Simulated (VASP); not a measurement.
Runs of VASP 6.6.1 on PbSe. The structure is that of space group Fm-3m (No. 225), or close to it. The cells are those of the table. 

| task | cell | cutoff (eV) | k mesh for the DOS | occupations for the DOS | gap on the mesh (eV) | pressure (GPa) |
| --- | --- | --- | --- | --- | --- | --- |
| single point | a = 4.353, b = 4.353, c = 4.288 Å, angles 60.5, 60.5, 59.0°, 2 atoms | 500 | - | - | 0.85 | 2.4 |
| electric field gradients | a = 4.331 Å, angles 60.0°, 2 atoms | 520 | - | - | - | 2.3 |
| single point | a = 4.331, b = 4.331, c = 4.266 Å, angles 60.5, 60.5, 61.0°, 2 atoms | 520 | - | - | 0.73 | 2.3 |
| electric field gradients | a = 4.331, b = 4.331, c = 4.266 Å, angles 60.5, 60.5, 61.0°, 2 atoms | 400 | - | - | 0.73 | 2.3 |
| electric field gradients | a = 4.294 Å, angles 60.0°, 2 atoms | 520 | - | - | - | 3.8 |
| single point | a = 4.366 Å, angles 60.0°, 2 atoms | 520 | - | - | - | 1.0 |
| single point | a = 4.257 Å, angles 60.0°, 2 atoms | 520 | - | - | - | (a) |
| electric field gradients | a = 4.402 Å, angles 60.0°, 2 atoms | 520 | - | - | - | -0.2 |
| single point | a = 4.402 Å, angles 60.0°, 2 atoms | 520 | - | - | - | -0.2 |
| electric field gradients | a = 4.366 Å, angles 60.0°, 2 atoms | 520 | - | - | - | 1.0 |

Alike in all rows: level PBE; potentials or basis VASP PAW PBE potentials, release 64 (Pb_d, Se); no spin polarisation; k mesh 7 × 7 × 7; smearing fermi-dirac 0.02 eV.

Question: Estimate the missing entries.

Answer: (a) 5.5.

Caveats: spin-orbit coupling is left out, which moves the levels of the heavy elements.

A k mesh can miss the band edges, and the runs leave out spin-orbit coupling on Pb, Se.
